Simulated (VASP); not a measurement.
Runs of VASP 6.6.1 on Ru. The structure is that of space group Im-3m (No. 229), or close to it. The cells are those of the table. This isn't the form of Ru at room conditions, which is hcp.

```csv
potentials or basis,spin,cell,k mesh,cutoff (eV),smearing,gap on the mesh (eV),pressure (GPa),moment (μB)
"VASP PAW PBE potentials, release 64 (Ru_pv)","collinear, ferromagnetic start","a = 2.619 Å, angles 109.5°, 1 atom",24 × 24 × 24,520,fermi-dirac 0.05 eV,none,(a),0.00
"VASP PAW PBE potentials, release 64 (Ru_pv)","collinear, ferromagnetic start","a = 2.544 Å, angles 109.5°, 1 atom",24 × 24 × 24,520,fermi-dirac 0.05 eV,none,38.3,0.01
"VASP PAW PBE potentials, release 64 (Ru_sv)",off,"a = 2.591 Å, angles 109.5°, 1 atom",16 × 16 × 16,620,fermi-dirac 0.1 eV,none,(b),-
"VASP PAW PBE potentials, release 64 (Ru_pv)","collinear, ferromagnetic start","a = 2.582 Å, angles 109.5°, 1 atom",24 × 24 × 24,520,fermi-dirac 0.05 eV,none,19.0,0.00
"VASP PAW PBE potentials, release 64 (Ru_sv)",off,"a = 2.554 Å, angles 109.5°, 1 atom",16 × 16 × 16,620,fermi-dirac 0.1 eV,none,31.2,-
```

Alike in all rows: task single point; level r2SCAN.

Problem. Estimate the missing entries.

Solution. (a) 3.8; (b) 13.9.

Caveats: the cell stands under pressure; the PAW data sets were made with another functional, which shifts forces and pressure a little; an empty level that is flat over the whole mesh can mark a ghost state of the potentials, or a narrow d or f band (at least some runs).

A k mesh can miss the band edges, and the runs leave out spin-orbit coupling on Ru.

A gap of «none» marks levels without a gap at the run's occupations.

The runs don't all hold the same shells in valence.
